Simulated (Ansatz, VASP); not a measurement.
This is a calculation of SnO2 for VASP 6.6.1.

The input INCAR:

```
SYSTEM = SnO2
  ALGO = Normal
  EDIFF = 1E-6
  EDIFFG = -0.01
  ENCUT = 600
  GGA = PS
  IBRION = 2
  ISIF = 3
  ISMEAR = -1
  LASPH = .True.
  LCHARG = .False.
  LREAL = .False.
  LWAVE = .False.
  NELM = 80
  NSW = 60
  PREC = Accurate
  SIGMA = 0.05
```

File KPOINTS:

```
k-points
0
Gamma
  6 6 8
  0 0 0
```

Contents of POSCAR:

```
SnO2
1.0
    4.7380000000      0.0000000000      0.0000000000
    0.0000000000      4.7380000000      0.0000000000
    0.0000000000      0.0000000000      3.1865000000
Sn O
2 4
Direct
    0.5000000000      0.5000000000      0.5000000000
    0.0000000000      0.0000000000      0.0000000000
    0.8071000000      0.1929000000      0.5000000000
    0.6929000000      0.6929000000      0.0000000000
    0.1929000000      0.8071000000      0.5000000000
    0.3071000000      0.3071000000      0.0000000000
```

Potentials or basis: VASP PAW PBE potentials, release 64 (Sn_d, O).

The run is started by

```console
$ cat potpaw_PBE.64/Sn_d/POTCAR potpaw_PBE.64/O/POTCAR > POTCAR
$ mpirun -np 1 vasp_std > vasp.out
```

Question: Set up the same calculation for Ansatz 0.2.0. Potentials there: Ansatz PAW.

Answer: As run (the cutoff follows the program's own potentials):

input.yaml

```yaml
crystal:
  lattice:
    - [4.738, 0.0, 0.0]
    - [0.0, 4.738, 0.0]
    - [0.0, 0.0, 3.1865]
  atoms:
    - { symbol: Sn, position: [0.5, 0.5, 0.5] }
    - { symbol: Sn, position: [0.0, 0.0, 0.0] }
    - { symbol: O, position: [0.8071, 0.1929, 0.5] }
    - { symbol: O, position: [0.6929, 0.6929, 0.0] }
    - { symbol: O, position: [0.1929, 0.8071, 0.5] }
    - { symbol: O, position: [0.3071, 0.3071, 0.0] }
hamiltonian:
  xc: pbesol
  pseudopotentials: { kind: paw }
kpoints:
  mp_grid: { grid: [6, 6, 8] }
scf:
  occupations: { method: fermi_dirac, width: 0.05 }
output:
  forces: true
  stress: true
  eigenvalues: true
relax:
  f_tol: 0.01
  max_steps: 40
  cell: { stress_tol: 0.05 }
```

Potentials or basis: Ansatz PAW.

The run is started by

```sh
$ ansatz run input.yaml --threads 2 --pin off --max-ram 5632MiB --backend cpu --events-out ev --progress --plain --runs-dir out
```

Both were run:

|  | VASP | Ansatz | Ansatz less VASP |
| --- | --- | --- | --- |
| gap on the k mesh at the Fermi level, each at its own relaxed structure (eV) | 0.89 | 0.92 | +0.032 |
| relaxed volume (Å³/atom) | 12.20 | 12.18 | -0.026 |
| relaxed length of the cell vector where the two differ most in proportion (Å) | 3.217 | 3.212 | -0.0046 |

VASP's potentials were made for PBE, not for PBEsol.

Noted on Ansatz's run: the plane-wave basis is chosen anew once the cell has moved, so the energies of steps on either side of that aren't comparable.
